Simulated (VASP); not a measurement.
# As (R-3m) in VASP: a series of runs

As is run at these levels: PBE; tasks: single point.

Everything below comes from runs of VASP 6.6.1. Logs are shortened: lines on timing, memory, paths and dates and some standing lists are left out, and cuts for length are marked.

### 1 The cell of the first run

It takes space group R-3m (No. 166, trigonal). The conventional cell has a = 3.759 Å, b = 3.759 Å, c = 10.457 Å, α = 90.00°, β = 90.00°, γ = 120.00°. As (site symmetry 3m) has 6 As at 2.53 to 3.08 Å within 3.3 Å.

### 2 Single point, PBE

Contents of INCAR:

```
SYSTEM = As
ALGO     = Normal         ! electronic algorithm
EDIFF    = 1E-7           ! SCF threshold, eV
ENCUT    = 520            ! plane-wave cutoff, eV
GGA      = PE             ! functional
ISIF     = 2              ! what is computed and relaxed
ISMEAR   = -1             ! smearing method
LASPH    = .True.         ! aspherical terms in the spheres
LCHARG   = .True.         ! write CHGCAR
LELF     = .True.         ! ELF
LREAL    = .False.        ! projectors in reciprocal space
LVHAR    = .True.       
LWAVE    = .False.        ! write WAVECAR
NBANDS   = 12             ! bands
NELM     = 60             ! most SCF steps
PREC     = Accurate       ! precision mode
SIGMA    = 0.05           ! smearing width, eV
```

Contents of KPOINTS:

```
k-points
0
Gamma
  11 11 11
  0 0 0
```

Contents of POSCAR:

```
As
1.0
    1.8797494575      1.0852738553      3.4857700000
   -1.8797494575      1.0852738553      3.4857700000
    0.0000000000     -2.1705477106      3.4857700000
As
2
Direct
    0.2288025045      0.2288025045      0.2288025045
    0.7711974955      0.7711974955      0.7711974955
```

Potentials or basis: VASP PAW PBE potentials, release 64 (As).

Run with:

```
$ cat potpaw_PBE.64/As/POTCAR > POTCAR
$ mpirun -np 1 vasp_std > vasp.out
```

OUTCAR:

```text
SYSTEM = As
   EDIFF = 1E-7
   ENCUT = 520
   GGA = PE
   ISIF = 2
   ISMEAR = -1
   LASPH = .True.
   LREAL = .False.
   NELM = 60
   PREC = Accurate

 ion  position               nearest neighbor table
   1  0.229  0.229  0.229-   2 2.53   2 2.53   2 2.53
   2  0.771  0.771  0.771-   1 2.53   1 2.53   1 2.53

  LATTYP: Found a trigonal (rhomboedric) cell.
 ALAT       =     4.1063207202
 COS(alpha) =     0.5808936906

  Lattice vectors:

 A1 = (   1.8797494575,   1.0852738553,   3.4857700000)
 A2 = (  -1.8797494575,   1.0852738553,   3.4857700000)
 A3 = (   0.0000000000,  -2.1705477106,   3.4857700000)

Analysis of symmetry for initial positions (statically):
=====================================================================
 Subroutine PRICEL returns:
 Original cell was already a primitive cell.

 Routine SETGRP: Setting up the symmetry group for a
 trigonal (rhombohedral) supercell.

 Subroutine GETGRP returns: Found 12 space group operations
 (whereof 12 operations were pure point group operations)
 out of a pool of 12 trial point group operations.

The static configuration has the point symmetry D_3d.

Analysis of symmetry for dynamics (positions and initial velocities):
=====================================================================
 Subroutine PRICEL returns:
 Original cell was already a primitive cell.

 Routine SETGRP: Setting up the symmetry group for a
 trigonal (rhombohedral) supercell.

 Subroutine GETGRP returns: Found 12 space group operations
 (whereof 12 operations were pure point group operations)
 out of a pool of 12 trial point group operations.

The dynamic configuration has the point symmetry D_3d.

 Subroutine INISYM returns: Found 12 space group operations
 (whereof 12 operations are pure point group operations),
 and found     1 'primitive' translations

----------------------------------------------------------------------------------------

                                     Primitive cell

  volume of cell :      42.6667

  direct lattice vectors                    reciprocal lattice vectors
     1.879749457  1.085273855  3.485770000     0.265992895  0.153571070  0.095626887
    -1.879749457  1.085273855  3.485770000    -0.265992895  0.153571070  0.095626887
     0.000000000 -2.170547711  3.485770000     0.000000000 -0.307142139  0.095626887

  length of vectors
     4.106320720  4.106320720  4.106320720     0.321684310  0.321684310  0.321684310

  position of ions in fractional coordinates (direct lattice)
     0.228802505  0.228802505  0.228802505
     0.771197495  0.771197495  0.771197495

  ion indices of the primitive-cell ions
   primitive index   ion index
                 1           1
                 2           2

----------------------------------------------------------------------------------------

 KPOINTS: k-points

Automatic generation of k-mesh.
 Grid dimensions read from file:
 generate k-points for:   11   11   11

 Generating k-lattice:

  Cartesian coordinates                     Fractional coordinates (reciprocal lattice)
     0.024181172  0.013961006  0.008693353     0.090909091 -0.000000000 -0.000000000
    -0.024181172  0.013961006  0.008693353    -0.000000000  0.090909091 -0.000000000
     0.000000000 -0.027922013  0.008693353    -0.000000000 -0.000000000  0.090909091

  Length of vectors
     0.029244028  0.029244028  0.029244028

  Shift w.r.t. Gamma in fractional coordinates (k-lattice)
     0.000000000  0.000000000  0.000000000

 Subroutine IBZKPT returns following result:
 ===========================================

 Found    146 irreducible k-points:

 Following reciprocal coordinates:
            Coordinates               Weight
  0.000000  0.000000  0.000000      1.000000
  0.090909  0.000000  0.000000      6.000000
  0.181818  0.000000  0.000000      6.000000
  0.272727  0.000000  0.000000      6.000000
  0.363636  0.000000  0.000000      6.000000
  0.454545  0.000000  0.000000      6.000000
[... 16 lines left out ...]
 -0.272727  0.181818 -0.000000     12.000000
 -0.181818  0.181818  0.000000      6.000000
 [... further k-points ...]
   k-points           NKPTS =    146   k-points in BZ     NKDIM =    146   number of bands    NBANDS=     12
   number of dos      NEDOS =    301   number of ions     NIONS =      2
   total plane-waves  NPLWV =  32768
   dimension x,y,z NGX =    32 NGY =   32 NGZ =   32
   dimension x,y,z NGXF=    64 NGYF=   64 NGZF=   64
   ions per type =               2
   NGX,Y,Z   is equivalent  to a cutoff of  12.96, 12.96, 12.96 a.u.
   NGXF,Y,Z  is equivalent  to a cutoff of  25.91, 25.91, 25.91 a.u.
 SYSTEM =  As
   PREC   = accura    normal or accurate (medium, high low for compatibility)
   ISTART =      0    job   : 0-new  1-cont  2-samecut
   ICHARG =      2    charge: 1-file 2-atom 10-const
   ISPIN  =      1    spin polarized calculation?
   LNONCOLLINEAR =      F non collinear calculations
   LSORBIT =      F    spin-orbit coupling
   LASPH  =      T    aspherical Exc in radial PAW
   ENCUT  =  520.0 eV  38.22 Ry    6.18 a.u.   7.64  7.64  7.64*2*pi/ulx,y,z
   NELM   =     60;   NELMIN=  2; NELMDL= -5     # of ELM steps
   EDIFF  = 0.1E-06   stopping-criterion for ELM
   LREAL  =      F    real-space projection
   EDIFFG = 0.1E-05   stopping-criterion for IOM
   NSW    =      0    number of steps for IOM
   IBRION =     -1    ionic relax: 0-MD 1-quasi-New 2-CG
   NFREE  =      0    steps in history (QN), initial steepest desc. (CG)
   ISIF   =      2    stress and relaxation
   ISYM   =      2    0-nonsym 1-usesym 2-fastsym
   POTIM  = 0.5000    time-step for ionic-motion
   TEBEG  =    0.0;   TEEND  =   0.0 temperature during run
   PSTRESS=    0.0 pullay stress
   NELECT =      10.0000    total number of electrons
   NUPDOWN=      -1.0000    fix difference up-down
   EMIN   =  10.00;   EMAX   =-10.00  energy-range for DOS
   EFERMI =   0.00;   METHOD = LEGACY
   ISMEAR =    -1;   SIGMA  =   0.05  broadening in eV -4-tet -1-fermi 0-gaus
   EFERMI_NEDOS =   21; number of points for ismear=-14 and -15
   IALGO  =     38    algorithm
   IMIX   =      4    mixing-type and parameters
     AMIX     =   0.40;   BMIX     =  1.00
     AMIX_MAG =   1.60;   BMIX_MAG =  1.00
  volume/ion in A,a.u.               =      21.33       143.96
  Fermi-wavevector in a.u.,A,eV,Ry     =   1.009358  1.907409 13.861654  1.018803
  Thomas-Fermi vector in A             =   2.142281
   LORBIT       =      0    0 simple, 1 ext, 2 COOP (PROOUT), +10 PAW based schemes
   GGA     = PE    functional components
[... 5 lines left out ...]
 non-spin polarized calculation
  energy-cutoff  :      520.00
  volume of cell :       42.67
 maximum number of plane-waves:      1162
   NGX = 15   NGY = 15   NGZ = 15

 number of electron      10.0000000 magnetization

 number of electron       9.9999999 magnetization

 Free energy of the ion-electron system (eV)
  ---------------------------------------------------
  ext. energy  EPLUGINS =         0.00000000
  ---------------------------------------------------
  free energy    TOTEN  =        -9.32506074 eV

  energy without entropy =       -9.32388799  energy(sigma->0) =       -9.32447437

 E-fermi :   5.6493     XC(G=0): -10.0224

 val. band max:        5.5936040687   @ k =   0.4545   0.3636   0.3636
 cond. band min:       5.6850261317   @ k =   0.4545   0.0909   0.0909
 fundamental gap:      0.0914220630
 Fermi energy:         5.6492794713

 k-point     1 :       0.0000    0.0000    0.0000
  band No.  band energies     occupation
      1      -9.4903      2.00000
      2      -0.2327      2.00000
      3       2.9491      2.00000
      4       3.6018      2.00000
      5       3.6018      2.00000
      6       7.4617      0.00000
      7       8.5545      0.00000
      8       8.5545      0.00000
      9      12.2957      0.00000
     10      12.2957      0.00000
     11      12.6109      0.00000
     12      14.1975      0.00000

 k-point     2 :       0.0909    0.0000    0.0000
  band No.  band energies     occupation
      1      -9.3788      2.00000
      2      -0.6288      2.00000
      3       3.0108      2.00000
      4       3.5275      2.00000
      5       3.5538      2.00000
      6       7.6322      0.00000
      7       8.3038      0.00000
      8       8.4202      0.00000
      9      11.6240      0.00000
     10      12.1419      0.00000
     11      12.2110      0.00000
     12      14.9476      0.00000

 k-point     3 :       0.1818    0.0000    0.0000
  band No.  band energies     occupation
      1      -9.0464      2.00000
      2      -1.6188      2.00000
      3       2.9219      2.00000
      4       3.3475      2.00000
      5       3.7583      2.00000
      6       7.3776      0.00000
      7       7.8984      0.00000
      8       7.9997      0.00000
      9      11.3095      0.00000
     10      11.8821      0.00000
     11      12.5815      0.00000
     12      16.5420      0.00000

 k-point     4 :       0.2727    0.0000    0.0000
  band No.  band energies     occupation
      1      -8.5008      2.00000
      2      -2.8832      2.00000
      3       2.8052      2.00000
      4       3.1453      2.00000
      5       4.1452      2.00000
      6       6.6690      0.00000
      7       7.1713      0.00000
      8       7.4492      0.00000
      9      11.8471      0.00000
     10      12.5534      0.00000
     11      13.6133      0.00000
     12      18.0797      0.00000

 k-point     5 :       0.3636    0.0000    0.0000
  band No.  band energies     occupation
      1      -7.7624      2.00000
      2      -4.1909      2.00000
      3       2.7991      2.00000
      4       2.9856      2.00000
      5       4.5547      2.00000
      6       5.9967      0.00192
      7       6.3632      0.00000
      8       6.9866      0.00000
      9      12.6565      0.00000
     10      14.1509      0.00000
     11      15.1275      0.00000
     12      17.3719      0.00000
[... 228 lines left out ...]
      1      -6.4801      2.00000
      2      -5.3886      2.00000
      3       0.8715      2.00000
      4       2.2659      2.00000
      5       3.3652      2.00000
      6       6.9857      0.00000
      7       7.4562      0.00000
      8       9.1728      0.00000
      9      13.1556      0.00000
     10      14.3551      0.00000
     11      16.0990      0.00000
     12      17.0886      0.00000

 k-point    22 :      -0.3636    0.1818    0.0000
  band No.  band energies     occupation
      1      -6.7832      2.00000
      2      -5.0616      2.00000
      3       0.8108      2.00000
      4       2.7786      2.00000
      5       3.5647      2.00000
      6       6.4649      0.00000
      7       6.9208      0.00000
      8       9.4597      0.00000
      9      12.8294      0.00000
     10      14.5232      0.00000
     11      15.3308      0.00000
     12      18.4314      0.00000

 k-point    23 :      -0.2727    0.1818   -0.0000
  band No.  band energies     occupation
      1      -7.6000      2.00000
      2      -4.0263      2.00000
      3       1.0352      2.00000
      4       3.3534      2.00000
      5       3.8063      2.00000
      6       6.1583      0.00008
      7       6.5754      0.00000
      8       9.5534      0.00000
      9      11.6597      0.00000
     10      13.6018      0.00000
     11      16.3578      0.00000
     12      17.7850      0.00000

 k-point    24 :      -0.1818    0.1818    0.0000
  band No.  band energies     occupation
      1      -8.2811      2.00000
      2      -3.0119      2.00000
      3       1.5928      2.00000
      4       3.7423      2.00000
      5       3.8260      2.00000
      6       6.2027      0.00003
      7       6.7027      0.00000
      8       9.2666      0.00000
      9      10.8960      0.00000
     10      13.1231      0.00000
     11      15.5190      0.00000
     12      15.7277      0.00000

 [... further k-points ...]
[... 5 lines left out ...]
  --------------------------------------------------------------------------------------
  -------------------------------------------------------------------------------------
  Total        0.9914915      0.9914915      0.5757590      0.0000000      0.0000000      0.0000000
  in kB       37.2314790     37.2314790     21.6203153      0.0000000      0.0000000      0.0000000
  external PRESSURE =      32.0277577 kB  Pullay stress =       0.0000000 kB

 VOLUME and BASIS-vectors are now :
 -----------------------------------------------------------------------------
  energy-cutoff  :      520.00
  volume of cell :       42.67
      direct lattice vectors                 reciprocal lattice vectors
     1.879749457  1.085273855  3.485770000     0.265992895  0.153571070  0.095626887
    -1.879749457  1.085273855  3.485770000    -0.265992895  0.153571070  0.095626887
     0.000000000 -2.170547711  3.485770000     0.000000000 -0.307142139  0.095626887

 POSITION                                       TOTAL-FORCE (eV/Angst)
 -----------------------------------------------------------------------------------
      0.00000      0.00000      2.39266         0.000000      0.000000      0.050543
      0.00000      0.00000      8.06465         0.000000     -0.000000     -0.050543
 -----------------------------------------------------------------------------------
    total drift:                                0.000000     -0.000000      0.000000

  FREE ENERGIE OF THE ION-ELECTRON SYSTEM (eV)
  ---------------------------------------------------
  free  energy   TOTEN  =        -9.3250607434 eV

  energy  without entropy=       -9.3238879913  energy(sigma->0) =       -9.32447437
```

Run time: 29 s. Hardware: 1 thread of Intel Xeon Platinum 8488C (Sapphire Rapids), shared host; peak memory 0.21 GiB.

What came out:

| Quantity | Value |
| --- | --- |
| Free energy | -9.3251 eV |
| Pressure | 3.2 GPa |
| Largest force | 0.051 eV/Å |
| Band gap on the k mesh | zero (band 5 reaches 5.83 eV, above the bottom of band 6 at 5.48 eV) |

Forces on the atoms (eV/Å):
```
As   0.000  0.000  0.051
As   0.000  0.000 -0.051
```

Stress tensor (GPa, compression positive):
```
3.72 0.00 0.00
0.00 3.72 0.00
0.00 0.00 2.16
```

Levels at points of the mesh, in eV from the Fermi level:
| k point | band 2 | band 3 | band 4 | band 5 | band 6 | band 7 | band 8 | band 9 |
| --- | --- | --- | --- | --- | --- | --- | --- | --- |
| (0.00, 0.00, 0.00) | -5.88 | -2.70 | -2.05 | -2.05 | 1.81 | 2.91 | 2.91 | 6.65 |

[end of part 1 of 2]
